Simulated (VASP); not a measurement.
# In3Cu (Im-3m) in VASP: further runs, part 2 of 2

VASP 6.6.1. Earlier steps stand in the parts before.

### Step 4. Relaxation of cell and atoms, PBE

The input, INCAR:

```
SYSTEM = In3Cu
ALGO = Fast
EDIFF = 1E-6
EDIFFG = -0.04
ENCUT = 600
GGA = PE
IBRION = 2
ISIF = 3
ISMEAR = 0
LASPH = .TRUE.
LCHARG = .FALSE.
LREAL = .FALSE.
LWAVE = .FALSE.
NELM = 100
NSW = 90
PREC = Accurate
SIGMA = 0.1
```

The input, KPOINTS:

```
k-points
0
G
  4 4 4
  0 0 0
```

The input, POSCAR:

```
In3Cu
1.0
   -2.8744651500      2.8744651500      2.8744651500
    2.8744651500     -2.8744651500      2.8744651500
    2.8744651500      2.8744651500     -2.8744651500
In Cu
3 1
Direct
    0.0000000000      0.5000000000      0.5000000000
    0.5000000000      0.0000000000      0.5000000000
    0.5000000000      0.5000000000      0.0000000000
    0.0000000000      0.0000000000      0.0000000000
```

Potentials or basis: VASP PAW PBE potentials, release 64 (In_d, Cu).

Launch:

```
$ cat potpaw_PBE.64/In_d/POTCAR potpaw_PBE.64/Cu/POTCAR > POTCAR
$ mpirun -np 1 vasp_std > vasp.out
```

OUTCAR:

```text
SYSTEM = In3Cu
   EDIFF = 1E-6
   EDIFFG = -0.04
   ENCUT = 600
   GGA = PE
   IBRION = 2
   ISIF = 3
   ISMEAR = 0
   LASPH = .TRUE.
   LREAL = .FALSE.
   NELM = 100
   NSW = 90
   PREC = Accurate

 ion  position               nearest neighbor table
   1  0.000  0.500  0.500-   2 2.87   3 2.87   4 2.87   4 2.87   3 2.87   2 2.87
   2  0.500  0.000  0.500-   1 2.87   3 2.87   4 2.87   3 2.87   4 2.87   1 2.87
   3  0.500  0.500  0.000-   1 2.87   2 2.87   4 2.87   2 2.87   1 2.87   4 2.87
   4  0.000  0.000  0.000-   1 2.87   2 2.87   3 2.87   1 2.87   2 2.87   3 2.87
[... 497 lines left out ...]
  -------------------------------------------------------------------------------------
  Total        0.0682935      0.0682935      0.0682935      0.0000000      0.0000000     -0.0000000
  in kB        1.0916564      1.0916564      1.0916564      0.0000000      0.0000000     -0.0000000
  external PRESSURE =       1.0916564 kB  Pullay stress =       0.0000000 kB

 VOLUME and BASIS-vectors are now :
 -----------------------------------------------------------------------------
  energy-cutoff  :      600.00
  volume of cell :      100.23
      direct lattice vectors                 reciprocal lattice vectors
    -2.926271727  2.926271727  2.926271727     0.000000000  0.170865882  0.170865882
     2.926271727 -2.926271727  2.926271727     0.170865882  0.000000000  0.170865882
     2.926271727  2.926271727 -2.926271727     0.170865882  0.170865882  0.000000000

 POSITION                                       TOTAL-FORCE (eV/Angst)
 -----------------------------------------------------------------------------------
      0.00000      2.92627      2.92627        -0.000000      0.000000     -0.000000
      2.92627      0.00000      2.92627        -0.000000      0.000000     -0.000000
      0.00000      0.00000      2.92627        -0.000000      0.000000     -0.000000
      2.92627      2.92627      2.92627         0.000000     -0.000000      0.000000
 -----------------------------------------------------------------------------------
    total drift:                               -0.000000     -0.000000      0.000000

  FREE ENERGIE OF THE ION-ELECTRON SYSTEM (eV)
  ---------------------------------------------------
  free  energy   TOTEN  =       -10.2359164549 eV

  energy  without entropy=      -10.2172593944  energy(sigma->0) =      -10.22658792

 reached required accuracy - stopping structural energy minimisation
```

OSZICAR:

```text
N       E                     dE             d eps       ncg     rms          rms(c)
DAV:   1     0.477168494365E+03    0.47717E+03   -0.26032E+04   480   0.258E+03
DAV:   2     0.369063315831E+02   -0.44026E+03   -0.43417E+03   480   0.530E+02
DAV:   3    -0.917166460022E+01   -0.46078E+02   -0.44947E+02   528   0.204E+02
[... 27 lines left out ...]
RMM:  11    -0.102359051519E+02   -0.13406E-04   -0.14897E-04   656   0.772E-02    0.868E-02
RMM:  12    -0.102359111630E+02   -0.60112E-05   -0.73673E-05   519   0.494E-02    0.127E-01
RMM:  13    -0.102359145864E+02   -0.34234E-05   -0.29717E-05   428   0.308E-02    0.663E-02
RMM:  14    -0.102359160949E+02   -0.15085E-05   -0.15750E-05   383   0.225E-02    0.255E-02
RMM:  15    -0.102359164549E+02   -0.35997E-06   -0.67257E-06   345   0.144E-02
   2 F= -.10235916E+02 E0= -.10226588E+02  d E =-.410662E-01
```

CONTCAR:

```text
In3Cu
   1.00000000000000
    -2.9262717268445813    2.9262717268445813    2.9262717268445813
     2.9262717268445813   -2.9262717268445813    2.9262717268445813
     2.9262717268445813    2.9262717268445813   -2.9262717268445813
  In              Cu
     3     1
Direct
     1.0000000000000000    0.5000000000000000    0.5000000000000000
     0.5000000000000000    1.0000000000000000    0.5000000000000000
     0.5000000000000000    0.5000000000000000    0.0000000000000000
     1.0000000000000000    1.0000000000000000    1.0000000000000000

  0.00000000E+00  0.00000000E+00  0.00000000E+00
  0.00000000E+00  0.00000000E+00  0.00000000E+00
  0.00000000E+00  0.00000000E+00  0.00000000E+00
  0.00000000E+00  0.00000000E+00  0.00000000E+00
```

Wall time 2.2 min (1 thread of Intel Xeon Platinum 8259CL at 2.50GHz (Skylake/Cascade Lake), shared host); peak memory 0.25 GiB.

Results:

* Free energy: -10.2359 eV
* Relaxed volume: 25.06 Å³/atom
* Relaxed cell: a = 5.068 Å, b = 5.068 Å, c = 5.068 Å, α = 109.47°, β = 109.47°, γ = 109.47°
* Space group after relaxing (to 0.05 Å): Im-3m (No. 229)
* Energy gained by relaxing: 10.3 meV/atom
* Ionic steps: 2
* Pressure after relaxing: 0.1 GPa
* Band gap on the k mesh: zero (band 25 reaches 9.81 eV, above the bottom of band 26 at 4.33 eV)

Step by step:
```
step  energy change (eV)  largest force (eV/Å)  pressure (GPa)  volume (Å³)
   1              0.0000                0.0000            2.52        95.00
   2             -0.0411                0.0000            0.11       100.23
```

Final structure:
```
In Cu
1.0
    -2.92627    2.92627    2.92627
     2.92627   -2.92627    2.92627
     2.92627    2.92627   -2.92627
In Cu
3 1
Direct
  0.00000 0.50000 0.50000
  0.50000 0.00000 0.50000
  0.50000 0.50000 0.00000
  0.00000 0.00000 0.00000
```

Levels at points of the mesh, in eV from the Fermi level:
```tsv
k point	band 22	band 23	band 24	band 25	band 26	band 27	band 28	band 29
(0.00, 0.00, 0.00)	-0.79	-0.79	-0.79	-0.56	-0.56	0.56	0.56	0.56
(0.50, 0.00, 0.00)	-2.47	-2.44	-1.38	-1.06	-0.36	2.52	3.20	3.68
(0.50, 0.50, 0.50)	-2.44	-2.44	-2.44	-2.13	-2.13	3.09	3.09	3.09
```

Caveat: the k points lie up to 0.38 Å⁻¹ apart in the final cell; spin-orbit coupling is left out, which moves the levels of the heavy elements.

### Step 5. Summary

```csv
task,cell,cutoff (eV),gap on the mesh (eV),pressure (GPa)
single point,"a = 4.979 Å, angles 109.5°, 4 atoms",520,none,2.7
single point,"a = 5.072 Å, angles 109.5°, 4 atoms",520,none,-0.1
relaxation of cell and atoms,"relaxed from a = 4.979 Å, angles 109.5°, 4 atoms",600,none,0.1
```

Alike in all rows: level PBE; potentials or basis VASP PAW PBE potentials, release 64 (In_d, Cu); no spin polarisation; k mesh 4 × 4 × 4; smearing gaussian 0.1 eV.

Caveats: all runs use coarse meshes; spin-orbit coupling is left out, which moves the levels of the heavy elements.

Absolute energies hang on the potentials; compare differences alone.
